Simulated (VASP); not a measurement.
# CsAl3 (Pm-3m) in VASP: notebook, part 2 of 2

VASP 6.6.1.

## Step 3: Relaxation of cell and atoms, PBE

This run uses another cell than the first one, of 22.13 Å³/atom.

File INCAR:

```
SYSTEM = CsAl3
PREC     = Accurate       ! precision mode
ENCUT    = 600            ! plane-wave cutoff, eV
EDIFF    = 1E-6           ! SCF threshold, eV
ISMEAR   = 0              ! smearing method
SIGMA    = 0.1            ! smearing width, eV
LREAL    = .FALSE.        ! projectors in reciprocal space
LASPH    = .TRUE.         ! aspherical terms in the spheres
NELM     = 60             ! most SCF steps
ALGO     = Normal         ! electronic algorithm
ISIF     = 3              ! what is computed and relaxed
LWAVE    = .FALSE.        ! write WAVECAR
LCHARG   = .FALSE.        ! write CHGCAR
GGA      = PE             ! functional
IBRION   = 2              ! ionic algorithm
NSW      = 90             ! ionic steps
EDIFFG   = -0.04          ! ionic threshold
```

File KPOINTS:

```
Automatic mesh
0
G
  4 4 4
  0 0 0
```

File POSCAR:

```
CsAl3
1.0
    4.4565403209      0.0000000000      0.0000000000
    0.0000000000      4.4565403209      0.0000000000
    0.0000000000      0.0000000000      4.4565403209
Cs Al
1 3
Direct
    0.0000000000      0.0000000000      0.0000000000
    0.0000000000      0.5000000000      0.5000000000
    0.5000000000      0.0000000000      0.5000000000
    0.5000000000      0.5000000000      0.0000000000
```

Potentials or basis: VASP PAW PBE potentials, release 64 (Cs_sv, Al).

Run with:

```console
$ cat potpaw_PBE.64/Cs_sv/POTCAR potpaw_PBE.64/Al/POTCAR > POTCAR
$ mpirun -np 1 vasp_std > vasp.out
```

Run time: 88 s. Hardware: 1 thread of Intel Xeon 8259CL, shared host; peak memory 0.21 GiB.

The run converged. Its results:

```
Free energy                           : -8.7533 eV
Relaxed volume                        : 27.79 Å³/atom
Relaxed cell                          : a = 4.808 Å, b = 4.808 Å, c = 4.808 Å, α = 90.00°, β = 90.00°, γ = 90.00°
Space group after relaxing (to 0.1 Å) : Pm-3m (No. 221)
Energy gained by relaxing             : 124.3 meV/atom
Ionic steps                           : 4
Pressure after relaxing               : 0.0 GPa
Band gap on the k mesh                : zero (bands 9 and 10 overlap by 0.64 eV)
```

Step by step:
| step | energy change (eV) | largest force (eV/Å) | pressure (GPa) | volume (Å³) |
| --- | --- | --- | --- | --- |
| 1 | 0.0000 | 0.0000 | 8.82 | 88.51 |
| 2 | -0.4733 | 0.0000 | 1.39 | 105.05 |
| 3 | -0.4957 | 0.0000 | -0.27 | 112.45 |
| 4 | -0.4970 | 0.0000 | -0.03 | 111.17 |

Final structure:
```cif
data_structure
_symmetry_space_group_name_H-M 'P 1'
_symmetry_Int_Tables_number 1
_cell_length_a 4.8083
_cell_length_b 4.8083
_cell_length_c 4.8083
_cell_angle_alpha 90.000
_cell_angle_beta 90.000
_cell_angle_gamma 90.000
_cell_volume 111.17
loop_
_atom_site_label
_atom_site_type_symbol
_atom_site_fract_x
_atom_site_fract_y
_atom_site_fract_z
_atom_site_occupancy
Cs1 Cs 0.00000 0.00000 0.00000 1
Al1 Al 0.00000 0.50000 0.50000 1
Al2 Al 0.50000 0.00000 0.50000 1
Al3 Al 0.50000 0.50000 0.00000 1
```

Levels at points of the mesh, in eV from the Fermi level:
```tsv
k point	band 5	band 6	band 7	band 8	band 9	band 10	band 11	band 12	band 13
(0.00, 0.00, 0.00)	-6.95	-2.41	-2.41	-0.15	-0.15	-0.15	3.24	3.24	3.42
(0.50, 0.00, 0.00)	-4.93	-4.73	-1.38	-0.68	-0.68	-0.15	2.01	2.01	2.40
(0.50, 0.50, 0.00)	-5.09	-3.23	-3.23	-1.85	0.48	0.48	1.25	1.29	2.83
(0.50, 0.50, 0.50)	-4.16	-4.16	-4.16	-2.65	0.26	0.26	0.26	4.58	6.49
```

Caveat: the volume moved by over 15 % at a fixed basis, so the end points are rough; spin-orbit coupling is left out, which moves the levels of the heavy elements.

## Step 4: Single point, PBE

This run uses another cell than the first one, of 27.86 Å³/atom.

File INCAR:

```
  ALGO = Normal
  EDIFF = 1E-7
  ENCUT = 520
  GGA = PE
  ISIF = 2
  ISMEAR = 0
  LASPH = T
  LCHARG = T
  LELF = T
  LREAL = F
  LVHAR = T
  LWAVE = F
  NBANDS = 17
  NELM = 60
  PREC = Accurate
  SIGMA = 0.1
```

File KPOINTS:

```
k-points
0
Gamma
  10 10 10
```

File POSCAR:

```
CsAl3
1.0
    4.8122346923      0.0000000000      0.0000000000
    0.0000000000      4.8122346923      0.0000000000
    0.0000000000      0.0000000000      4.8122346923
Cs Al
1 3
Direct
    0.0000000000      0.0000000000      0.0000000000
    0.0000000000      0.5000000000      0.5000000000
    0.5000000000      0.0000000000      0.5000000000
    0.5000000000      0.5000000000      0.0000000000
```

Potentials or basis: VASP PAW PBE potentials, release 64 (Cs_sv, Al).

Run with:

```console
$ cat potpaw_PBE.64/Cs_sv/POTCAR potpaw_PBE.64/Al/POTCAR > POTCAR
$ mpirun -np 1 vasp_std > vasp.out
```

OUTCAR:

```text
EDIFF = 1E-7
   ENCUT = 520
   GGA = PE
   ISIF = 2
   ISMEAR = 0
   LASPH = T
   LREAL = F
   NELM = 60
   PREC = Accurate

 ion  position               nearest neighbor table
   1  0.000  0.000  0.000-
   2  0.000  0.500  0.500-
   3  0.500  0.000  0.500-
   4  0.500  0.500  0.000-

  LATTYP: Found a simple cubic cell.
 ALAT       =     4.8122346923

  Lattice vectors:
[... 198 lines left out ...]
      6       1.5077      2.00000
[... 457 lines left out ...]
      4      -4.7666      2.00000
      5      -1.8581      2.00000
      6       0.4480      2.00000
[... 9 lines left out ...]
     16       8.8888      0.00000
     17       9.2115      0.00000

 [... further k-points ...]
[... 5 lines left out ...]
  --------------------------------------------------------------------------------------
  -------------------------------------------------------------------------------------
  Total        0.0253355      0.0253355      0.0253355      0.0000000     -0.0000000     -0.0000000
  in kB        0.3642495      0.3642495      0.3642495      0.0000000     -0.0000000     -0.0000000
  external PRESSURE =       0.3642495 kB  Pullay stress =       0.0000000 kB

 VOLUME and BASIS-vectors are now :
 -----------------------------------------------------------------------------
  energy-cutoff  :      520.00
  volume of cell :      111.44
      direct lattice vectors                 reciprocal lattice vectors
     4.812234692  0.000000000  0.000000000     0.207803664  0.000000000  0.000000000
     0.000000000  4.812234692  0.000000000     0.000000000  0.207803664  0.000000000
     0.000000000  0.000000000  4.812234692     0.000000000  0.000000000  0.207803664

 POSITION                                       TOTAL-FORCE (eV/Angst)
 -----------------------------------------------------------------------------------
      0.00000      0.00000      0.00000         0.000000      0.000000      0.000000
      0.00000      2.40612      2.40612         0.000000      0.000000      0.000000
      2.40612      0.00000      2.40612         0.000000      0.000000      0.000000
      2.40612      2.40612      0.00000         0.000000      0.000000      0.000000
 -----------------------------------------------------------------------------------
    total drift:                                0.000000     -0.000000     -0.000000

  FREE ENERGIE OF THE ION-ELECTRON SYSTEM (eV)
  ---------------------------------------------------
  free  energy   TOTEN  =        -8.7777379784 eV

  energy  without entropy=       -8.7627074629  energy(sigma->0) =       -8.77022272
```

Run time: 2.6 min. Hardware: 1 thread of Intel Xeon 8259CL, shared host; peak memory 0.26 GiB.

Results:

* Free energy: -8.7777 eV
* Pressure: 0.0 GPa
* Band gap on the k mesh: zero (bands 9 and 10 overlap by 0.65 eV)

Caveat: spin-orbit coupling is left out, which moves the levels of the heavy elements.

## Step 5: Relaxation of cell and atoms, PBE

File INCAR:

```
SYSTEM = CsAl3
PREC = Accurate
ENCUT = 600
EDIFF = 1E-6
ISMEAR = 0
SIGMA = 0.1
LREAL = .FALSE.
LASPH = .TRUE.
NELM = 80
ALGO = Normal
ISIF = 3
LWAVE = .FALSE.
LCHARG = .FALSE.
GGA = PE
IBRION = 2
NSW = 100
EDIFFG = -0.01
```

File KPOINTS:

```
regular mesh
0
G
  10 10 10
  0 0 0
```

File POSCAR:

```
CsAl3
1.0
    4.7903207284      0.0000000000      0.0000000000
    0.0000000000      4.7903207284      0.0000000000
    0.0000000000      0.0000000000      4.7903207284
Cs Al
1 3
Direct
    0.0000000000      0.0000000000      0.0000000000
    0.0000000000      0.5000000000      0.5000000000
    0.5000000000      0.0000000000      0.5000000000
    0.5000000000      0.5000000000      0.0000000000
```

Run with:

```console
$ cat potpaw_PBE.64/Cs_sv/POTCAR potpaw_PBE.64/Al/POTCAR > POTCAR
$ mpirun -np 1 vasp_std > vasp.out
```

It took 4.7 min on 1 thread of Intel Xeon 8259CL, shared host; peak memory 0.31 GiB.

The run converged. Its results:

* Free energy: -8.7779 eV
* Relaxed volume: 27.91 Å³/atom
* Relaxed cell: a = 4.815 Å, b = 4.815 Å, c = 4.815 Å, α = 90.00°, β = 90.00°, γ = 90.00°
* Space group after relaxing (to 0.1 Å): Pm-3m (No. 221)
* Energy gained by relaxing: 0.4 meV/atom
* Ionic steps: 5
* Pressure after relaxing: 0.0 GPa
* Band gap on the k mesh: zero (bands 9 and 10 overlap by 0.65 eV)

The path:
| step | energy change (eV) | largest force (eV/Å) | pressure (GPa) | volume (Å³) |
| --- | --- | --- | --- | --- |
| 1 | 0.0000 | 0.0000 | 0.30 | 109.92 |
| 2 | -0.0012 | 0.0000 | 0.15 | 110.76 |
| 3 | -0.0016 | 0.0000 | 0.06 | 111.31 |
| 4 | -0.0014 | 0.0000 | -0.13 | 112.42 |
| 5 | -0.0017 | 0.0000 | 0.01 | 111.65 |

Final structure:
```
CELL_PARAMETERS angstrom
4.81520 0.00000 0.00000
0.00000 4.81520 0.00000
0.00000 0.00000 4.81520
ATOMIC_POSITIONS crystal
Cs 0.00000 0.00000 0.00000
Al 0.00000 0.50000 0.50000
Al 0.50000 0.00000 0.50000
Al 0.50000 0.50000 0.00000
```

Levels at points of the mesh, in eV from the Fermi level:
| k point | band 6 | band 7 | band 8 | band 9 | band 10 | band 11 | band 12 | band 13 |
| --- | --- | --- | --- | --- | --- | --- | --- | --- |
| (0.00, 0.00, 0.00) | -2.53 | -2.53 | -0.28 | -0.28 | -0.28 | 3.12 | 3.12 | 3.12 |
| (0.50, 0.00, 0.00) | -4.85 | -1.51 | -0.79 | -0.79 | -0.25 | 1.89 | 1.89 | 2.26 |
| (0.50, 0.50, 0.00) | -3.35 | -3.35 | -1.95 | 0.38 | 0.38 | 1.12 | 1.14 | 2.71 |
| (0.50, 0.50, 0.50) | -4.27 | -4.27 | -2.78 | 0.15 | 0.15 | 0.15 | 4.47 | 6.40 |

Caveat: spin-orbit coupling is left out, which moves the levels of the heavy elements.

## Step 6: Overview

| task | cell | k mesh | cutoff (eV) | gap on the mesh (eV) | pressure (GPa) | relaxed volume (Å³/atom) |
| --- | --- | --- | --- | --- | --- | --- |
| single point | a = 4.790 Å, 4 atoms | 4 × 4 × 4 | 520 | none | 0.2 | - |
| relaxation of cell and atoms | relaxed from a = 4.457 Å, 4 atoms | 4 × 4 × 4 | 600 | none | 0.0 | 27.79 |
| single point | a = 4.812 Å, 4 atoms | 10 × 10 × 10 | 520 | none | 0.0 | - |
| relaxation of cell and atoms | relaxed from a = 4.790 Å, 4 atoms | 10 × 10 × 10 | 600 | none | 0.0 | 27.91 |

Alike in all rows: level PBE; potentials or basis VASP PAW PBE potentials, release 64 (Cs_sv, Al); no spin polarisation; smearing gaussian 0.1 eV.

Caveats: spin-orbit coupling is left out, which moves the levels of the heavy elements; the volume moved by over 15 % at a fixed basis, so the end points are rough (at least some runs).

Total energies depend on the potentials used, so only differences within one code and one set of settings carry meaning.
